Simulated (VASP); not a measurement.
# LiCl in VASP: notebook, part 2 of 2

VASP 6.6.1.

## 4. Single point, HSE06 (strain -1.4%)

POSCAR

```
LiCl
1.0
    0.0000000000      2.5205080802      2.5205080802
    2.5205080802      0.0000000000      2.5205080802
    2.5205080802      2.5205080802      0.0000000000
Li Cl
1 1
Direct
    0.0000000000      0.0000000000      0.0000000000
    0.5000000000      0.5000000000      0.5000000000
```

INCAR.step1

```
SYSTEM = LiCl
PREC = Accurate ; ENCUT = 520
EDIFF = 1E-5 ; ISMEAR = 0
SIGMA = 0.01 ; LREAL = .False.
LASPH = .True. ; NELM = 100
ALGO = Normal ; ISIF = 2
LWAVE = .True. ; LCHARG = .False.
GGA = PE ; NBANDS = 12
```

INCAR.step2

```
SYSTEM = LiCl
PREC = Accurate ; ENCUT = 520
EDIFF = 1E-6 ; ISMEAR = 0
SIGMA = 0.01 ; LREAL = .False.
LASPH = .True. ; NELM = 100
ALGO = Normal ; ISIF = 2
LWAVE = .False. ; LCHARG = .False.
GGA = PE ; LHFCALC = .True.
HFSCREEN = 0.2079 ; PRECFOCK = Normal
ISTART = 1 ; NBANDS = 12
```

KPOINTS

```
regular mesh
0
Gamma
  6 6 6
  0 0 0
```

Potentials or basis: VASP PAW PBE potentials, release 64 (Li_sv, Cl).

Started as:

```sh
$ cat potpaw_PBE.64/Li_sv/POTCAR potpaw_PBE.64/Cl/POTCAR > POTCAR
$ cp INCAR.step1 INCAR
$ mpirun -np 1 vasp_std > vasp.out
$ cp INCAR.step2 INCAR
$ mpirun -np 1 vasp_std > vasp.out
```

OUTCAR:

```text
SYSTEM = LiCl
   PREC = Accurate
   ENCUT = 520
   EDIFF = 1E-6
   ISMEAR = 0
   LREAL = .False.
   LASPH = .True.
   NELM = 100
   ISIF = 2
   GGA = PE
   LHFCALC = .True.
   HFSCREEN = 0.2079
   PRECFOCK = Normal
   ISTART = 1

 ion  position               nearest neighbor table
   1  0.000  0.000  0.000-   2 2.52   2 2.52   2 2.52   2 2.52   2 2.52   2 2.52
   2  0.500  0.500  0.500-   1 2.52   1 2.52   1 2.52   1 2.52   1 2.52   1 2.52

  LATTYP: Found a face centered cubic cell.
 ALAT       =     5.0410161604

  Lattice vectors:

 A1 = (   0.0000000000,   2.5205080802,   2.5205080802)
 A2 = (   2.5205080802,   0.0000000000,   2.5205080802)
 A3 = (   2.5205080802,   2.5205080802,   0.0000000000)

Analysis of symmetry for initial positions (statically):
=====================================================================
 Subroutine PRICEL returns:
 Original cell was already a primitive cell.

 Routine SETGRP: Setting up the symmetry group for a
 face centered cubic supercell.

 Subroutine GETGRP returns: Found 48 space group operations
 (whereof 48 operations were pure point group operations)
 out of a pool of 48 trial point group operations.

The static configuration has the point symmetry O_h .

Analysis of symmetry for dynamics (positions and initial velocities):
=====================================================================
 Subroutine PRICEL returns:
 Original cell was already a primitive cell.

 Routine SETGRP: Setting up the symmetry group for a
 face centered cubic supercell.

 Subroutine GETGRP returns: Found 48 space group operations
 (whereof 48 operations were pure point group operations)
 out of a pool of 48 trial point group operations.

The dynamic configuration has the point symmetry O_h .

 Subroutine INISYM returns: Found 48 space group operations
 (whereof 48 operations are pure point group operations),
 and found     1 'primitive' translations

----------------------------------------------------------------------------------------

                                     Primitive cell

  volume of cell :      32.0254

  direct lattice vectors                    reciprocal lattice vectors
     0.000000000  2.520508080  2.520508080    -0.198372703  0.198372703  0.198372703
     2.520508080  0.000000000  2.520508080     0.198372703 -0.198372703  0.198372703
     2.520508080  2.520508080  0.000000000     0.198372703  0.198372703 -0.198372703

  length of vectors
     3.564536711  3.564536711  3.564536711     0.343591600  0.343591600  0.343591600

  position of ions in fractional coordinates (direct lattice)
     0.000000000  0.000000000  0.000000000
     0.500000000  0.500000000  0.500000000

  ion indices of the primitive-cell ions
   primitive index   ion index
                 1           1
                 2           2

----------------------------------------------------------------------------------------

 KPOINTS: regular mesh

Automatic generation of k-mesh.
 Grid dimensions read from file:
 generate k-points for:    6    6    6

 Generating k-lattice:

  Cartesian coordinates                     Fractional coordinates (reciprocal lattice)
    -0.033062117  0.033062117  0.033062117     0.166666667  0.000000000  0.000000000
[... 41 lines left out ...]
   PREC   = accura    normal or accurate (medium, high low for compatibility)
   ISTART =      1    job   : 0-new  1-cont  2-samecut
   ICHARG =      0    charge: 1-file 2-atom 10-const
   ISPIN  =      1    spin polarized calculation?
   LNONCOLLINEAR =      F non collinear calculations
   LSORBIT =      F    spin-orbit coupling
   LASPH  =      T    aspherical Exc in radial PAW
   ENCUT  =  520.0 eV  38.22 Ry    6.18 a.u.   6.63  6.63  6.63*2*pi/ulx,y,z
   NELM   =    100;   NELMIN=  2; NELMDL=  0     # of ELM steps
   EDIFF  = 0.1E-05   stopping-criterion for ELM
   LREAL  =      F    real-space projection
   EDIFFG = 0.1E-04   stopping-criterion for IOM
   NSW    =      0    number of steps for IOM
   IBRION =     -1    ionic relax: 0-MD 1-quasi-New 2-CG
   NFREE  =      0    steps in history (QN), initial steepest desc. (CG)
   ISIF   =      2    stress and relaxation
   ISYM   =      3    0-nonsym 1-usesym 2-fastsym
   POTIM  = 0.5000    time-step for ionic-motion
   TEBEG  =    0.0;   TEEND  =   0.0 temperature during run
   PSTRESS=    0.0 pullay stress
   NELECT =      10.0000    total number of electrons
   NUPDOWN=      -1.0000    fix difference up-down
   EMIN   =  10.00;   EMAX   =-10.00  energy-range for DOS
   EFERMI =   0.00;   METHOD = LEGACY
   ISMEAR =     0;   SIGMA  =   0.01  broadening in eV -4-tet -1-fermi 0-gaus
   EFERMI_NEDOS =   21; number of points for ismear=-14 and -15
   IALGO  =     38    algorithm
   IMIX   =      1    mixing-type and parameters
     AMIX     =   0.40;   BMIX     =  1.00
     AMIX_MAG =   1.60;   BMIX_MAG =  1.00
  volume/ion in A,a.u.               =      16.01       108.06
  Fermi-wavevector in a.u.,A,eV,Ry     =   1.110649  2.098822 16.783340  1.233541
  Thomas-Fermi vector in A             =   2.247203
   LORBIT       =      0    0 simple, 1 ext, 2 COOP (PROOUT), +10 PAW based schemes
   GGA     = PE    functional components
   LHFCALC =     T    Hartree Fock is set to
   PRECFOCK=normal    Normal, Fast or Accurate (Low or Medium for compatibility)
   ENCUT4O =  -1.0   cutoff for four orbital integrals eV
   NKREDX  =     1    reduce k-point grid by
   NKREDY  =     1    reduce k-point grid by
   NKREDZ  =     1    reduce k-point grid by
   AEXX    =    0.2500 exact exchange contribution
   HFSCREEN=    0.2079 screening length (either q_TF or 0.3 A-1)
   HFSCREENC=   0.2079 screening length for correlation (either q_TF or 0.3 A-1)
   ENCUTFOCK=  -1.0 apply spherical cutoff to Coloumb kernel
   IVDW    =     0    specifies the selected vdW correction
   LEPSILON=     F    determine dielectric tensor
   LRPA    =     F    only Hartree local field effects (RPA)
 non-spin polarized calculation
 Gauss-broadening in eV      SIGMA  =   0.01
  energy-cutoff  :      520.00
  volume of cell :       32.03
 maximum number of plane-waves:       881
 NGX is ok and might be reduce to    28
  NGX = 20; NGY = 20; NGZ = 20

 number of electron       9.9999994 magnetization

 Free energy of the ion-electron system (eV)
  ---------------------------------------------------
  ext. energy  EPLUGINS =         0.00000000
  ---------------------------------------------------
  free energy    TOTEN  =        -8.45246486 eV

  energy without entropy =       -8.45246486  energy(sigma->0) =       -8.45246486

 E-fermi :   0.1330     XC(G=0):  -7.4421

 val. band max:        0.0236468130   @ k =   0.0000   0.0000   0.0000
 cond. band min:       8.0843922837   @ k =   0.0000   0.0000   0.0000
 fundamental gap:      8.0607454707
 Fermi energy:         0.1330049229

 k-point     1 :       0.0000    0.0000    0.0000
  band No.  band energies     occupation
      1     -46.1662      2.00000
      2     -14.8466      2.00000
      3       0.0236      2.00000
      4       0.0236      2.00000
      5       0.0236      2.00000
      6       8.0844      0.00000
      7      13.5360      0.00000
      8      13.5360      0.00000
      9      13.5360      0.00000
     10      16.5195      0.00000
     11      16.5197      0.00000
     12      16.5761      0.00000
[... 211 lines left out ...]
 k-point    16 :      -0.3333    0.5000    0.1667
  band No.  band energies     occupation
      1     -46.1606      2.00000
      2     -13.8450      2.00000
      3      -2.9296      2.00000
      4      -1.9127      2.00000
      5      -1.2306      2.00000
      6      10.3808      0.00000
      7      10.8896      0.00000
      8      13.2061      0.00000
      9      13.3799      0.00000
     10      17.1138      0.00000
     11      19.4159      0.00000
     12      20.9267      0.00000

------------------------ aborting loop because EDIFF is reached ----------------------------------------

  FORCE on cell =-STRESS in cart. coord.  units (eV):
  Direction    XX          YY          ZZ          XY          YZ          ZX
  --------------------------------------------------------------------------------------
  -------------------------------------------------------------------------------------
  Total        0.3037110      0.3037110      0.3037110      0.0000000      0.0000000      0.0000000
  in kB       15.1941668     15.1941668     15.1941668      0.0000000      0.0000000      0.0000000
  external PRESSURE =      15.1941668 kB  Pullay stress =       0.0000000 kB

 VOLUME and BASIS-vectors are now :
 -----------------------------------------------------------------------------
  energy-cutoff  :      520.00
  volume of cell :       32.03
      direct lattice vectors                 reciprocal lattice vectors
     0.000000000  2.520508080  2.520508080    -0.198372703  0.198372703  0.198372703
     2.520508080  0.000000000  2.520508080     0.198372703 -0.198372703  0.198372703
     2.520508080  2.520508080  0.000000000     0.198372703  0.198372703 -0.198372703

 POSITION                                       TOTAL-FORCE (eV/Angst)
 -----------------------------------------------------------------------------------
      0.00000      0.00000      0.00000        -0.000000      0.000000      0.000000
      2.52051      2.52051      2.52051         0.000000     -0.000000     -0.000000
 -----------------------------------------------------------------------------------
    total drift:                                0.000000      0.000000      0.000000

  FREE ENERGIE OF THE ION-ELECTRON SYSTEM (eV)
  ---------------------------------------------------
  free  energy   TOTEN  =        -8.4524648594 eV

  energy  without entropy=       -8.4524648594  energy(sigma->0) =       -8.45246486
```

Wall time 7.6 min (1 thread of Intel Xeon Platinum 8259CL at 2.50GHz (Skylake/Cascade Lake), shared host); peak memory 0.26 GiB.

What came out:

```yaml
Free_energy: -8.4525 eV
Band_gap_on_the_k_mesh: 8.06 eV
```

Levels at points of the mesh, in eV from the valence-band top:
```
           k point  band 1  band 2  band 3  band 4  band 5  band 6  band 7  band 8  band 9  band 10
(0.00, 0.00, 0.00)  -46.19  -14.87    0.00    0.00    0.00    8.06   13.51   13.51   13.51    16.50
(0.50, 0.00, 0.00)  -46.19  -14.17   -3.28   -0.31   -0.31    8.18   11.02   11.02   15.29    18.89
(0.50, 0.50, 0.00)  -46.18  -13.86   -3.38   -1.30   -1.30    9.43    9.54   14.62   16.28    16.28
```

Caveat: the cell differs from its parent crystal (strain -1.4%); the cutoff is under 1.25 times the usual one of these potentials, so pressure, stress and relaxed cells hold a basis-set (Pulay) error; the PAW data sets were made with another functional, which shifts forces and pressure a little. A k mesh can miss the band edges.

## 5. Summary

```csv
level,cell,k mesh,smearing,grid for exact exchange (PRECFOCK),share of exact exchange,screening parameter,gap on the mesh (eV)
PBE,"a = 3.533 Å, angles 61.5°, 2 atoms",8 × 8 × 8,fermi-dirac 0.02 eV,-,-,-,6.46
r2SCAN,"a = 3.533 Å, angles 61.5°, 2 atoms",8 × 8 × 8,gaussian 0.01 eV,-,-,-,7.25
HSE06,"a = 3.565 Å, angles 60.0°, 2 atoms",6 × 6 × 6,gaussian 0.01 eV,Normal,0.25,0.2079 1/Å,8.06
```

Alike in all rows: task single point; potentials or basis VASP PAW PBE potentials, release 64 (Li_sv, Cl); no spin polarisation; cutoff (eV) 520.

Caveats: the cutoff is under 1.25 times the usual one of these potentials, so pressure, stress and relaxed cells hold a basis-set (Pulay) error; the PAW data sets were made with another functional, which shifts forces and pressure a little (at least some runs).

Absolute energies hang on the potentials; compare differences alone.
